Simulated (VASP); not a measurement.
SnSe2, 3 atoms in the cell. The structure is trigonal, space group P-3m1 (No. 164). The conventional cell has a = 3.811 Å, b = 3.811 Å, c = 6.136 Å, α = 90.00°, β = 90.00°, γ = 120.00°. Within 3.5 Å of Sn (site symmetry -3m) lie 6 Se at 2.68 Å. Se (site symmetry 3m) has 3 Sn at 2.68 Å within 3.5 Å. 

| Quantity | Value |
| --- | --- |
| Program | VASP 6.6.1 |
| Task | single point |
| Functional | PBE |
| Potentials or basis | VASP PAW PBE potentials, release 64 (Sn_d, Se) |
| Cutoff | 500 eV |
| k mesh | 12 × 12 × 4 |
| Occupations | gaussian, width 0.01 eV |
| Spin | no spin polarisation |
| Dipole correction | no |
| Further INCAR settings | ALGO = Normal; EDIFF = 1e-06; NBANDS = 20 |

Potentials or basis: VASP PAW PBE potentials, release 64 (Sn_d, Se).

Command:

```bash
$ cat potpaw_PBE.64/Sn_d/POTCAR potpaw_PBE.64/Se/POTCAR > POTCAR
$ mpirun -np 1 vasp_std > vasp.out
```

Hardware: 1 thread of AMD EPYC 7R13 Processor (Zen 3), on a shared host.

Task: How long does it take, and how much memory?

Result: It took 55 s on 1 thread of AMD EPYC 7R13 Processor (Zen 3) (shared host), peak memory 0.22 GiB. Counts: scf iterations 12, k points 69.
